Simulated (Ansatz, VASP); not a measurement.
LiAl4O: VASP beside Ansatz

INCAR

```
  ALGO = Normal
  EDIFF = 1E-7
  ENCUT = 520
  GGA = PE
  ISIF = 2
  ISMEAR = 0
  LASPH = True
  LCHARG = False
  LREAL = False
  LWAVE = False
  NBANDS = 20
  NELM = 60
  PREC = Accurate
  SIGMA = 0.1
```

File KPOINTS:

```
k-points
0
Gamma
  4 4 4
```

The input POSCAR:

```
LiAl4O
1.0
    3.8281716800      0.0000000000      0.0000000000
    0.0000000000      3.8281716800      0.0000000000
    0.0000000000      0.0000000000      4.2767245900
Li Al O
1 4 1
Direct
    0.5000000000      0.5000000000      0.0000000000
    0.1271652300      0.5000000000      0.0000000000
    0.8728347700      0.5000000000      0.0000000000
    0.5000000000      0.1271652300      0.0000000000
    0.5000000000      0.8728347700      0.0000000000
    0.5000000000      0.5000000000      0.5000000000
```

Input for Ansatz:

```yaml
crystal:
  lattice:
    - [3.82817168, 0.0, 0.0]
    - [0.0, 3.82817168, 0.0]
    - [0.0, 0.0, 4.27672459]
  atoms:
    - { symbol: Li, position: [0.5, 0.5, 0.0] }
    - { symbol: Al, position: [0.12716523, 0.5, 0.0] }
    - { symbol: Al, position: [0.87283477, 0.5, 0.0] }
    - { symbol: Al, position: [0.5, 0.12716523, 0.0] }
    - { symbol: Al, position: [0.5, 0.87283477, 0.0] }
    - { symbol: O, position: [0.5, 0.5, 0.5] }
basis:
  ecutwfc: 420
kpoints:
  mp_grid: { grid: [4, 4, 4] }
hamiltonian:
  xc: pbe
scf:
  occupations: { method: gaussian, width: 0.1 }
  lower_state_search: "off"
output:
  forces: true
  stress: true
  eigenvalues: true
```

Alike in both runs: task single point; functional PBE; k mesh 4 × 4 × 4; occupations gaussian, width 0.1 eV; no spin polarisation.

|  | VASP | Ansatz |
| --- | --- | --- |
| version | VASP 6.6.1 | Ansatz 0.2.0 |
| potentials or method | VASP PAW PBE potentials, release 64 (Li_sv, Al, O), cutoff 520 eV | scalar-relativistic, plane waves, PAW |
| valence electrons in the cell | 21 | 21 |

VASP gave:

| Item | Value |
| --- | --- |
| gap on the k mesh at the Fermi level (eV) | none |
| rms of the force components (eV/Å) | 34.373 |

**Question.** Estimate Ansatz's values.

**Answer.** gap on the k mesh at the Fermi level (eV): none; rms of the force components (eV/Å): 40.224.

Atom by atom the forces differ by 5.852 eV/Å (rms over components). A gap of «none» marks a metal or a gap that the smearing closes.

The k mesh is coarse, so the values compare programs but aren't converged. Noted on VASP's run: the cutoff is under 1.25 times that of the potentials, so the pressure is a little rough.
